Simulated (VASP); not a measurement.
Here is a VASP 6.6.1 calculation.

File INCAR:

```
SYSTEM = Cu
PREC     = Accurate       ! precision mode
ENCUT    = 600            ! plane-wave cutoff, eV
EDIFF    = 1E-6           ! SCF threshold, eV
ISMEAR   = 0              ! smearing method
SIGMA    = 0.1            ! smearing width, eV
LREAL    = .FALSE.        ! projectors in reciprocal space
LASPH    = .TRUE.         ! aspherical terms in the spheres
NELM     = 100            ! most SCF steps
ALGO     = Fast           ! electronic algorithm
ISIF     = 4              ! what is computed and relaxed
LWAVE    = .FALSE.        ! write WAVECAR
LCHARG   = .FALSE.        ! write CHGCAR
GGA      = PE             ! functional
IBRION   = 2              ! ionic algorithm
NSW      = 50             ! ionic steps
EDIFFG   = -0.01          ! ionic threshold
```

KPOINTS

```
Automatic mesh
0
G
  30 30 30
  0 0 0
```

Contents of POSCAR:

```
Cu
1.0
   -1.3248238102      1.3248238102      1.8726061732
    1.3248238102     -1.3248238102      1.8726061732
    1.3248238102      1.3248238102     -1.8726061732
Cu
1
Direct
    0.5000000000      0.5000000000      0.0000000000
```

Potentials or basis: VASP PAW PBE potentials, release 64 (Cu).

The run is started by

```console
$ cat potpaw_PBE.64/Cu/POTCAR > POTCAR
$ mpirun -np 1 vasp_std > vasp.out
```

What does it give for the band gap on the k mesh?

Zero (an odd number of electrons rules out a gap without spin polarisation).

Final structure:
```cif
data_structure
_symmetry_space_group_name_H-M 'P 1'
_symmetry_Int_Tables_number 1
_cell_length_a 2.6490
_cell_length_b 2.6490
_cell_length_c 2.6490
_cell_angle_alpha 119.983
_cell_angle_beta 119.983
_cell_angle_gamma 90.030
_cell_volume 13.15
loop_
_atom_site_label
_atom_site_type_symbol
_atom_site_fract_x
_atom_site_fract_y
_atom_site_fract_z
_atom_site_occupancy
Cu1 Cu 0.50000 0.50000 0.00000 1
```
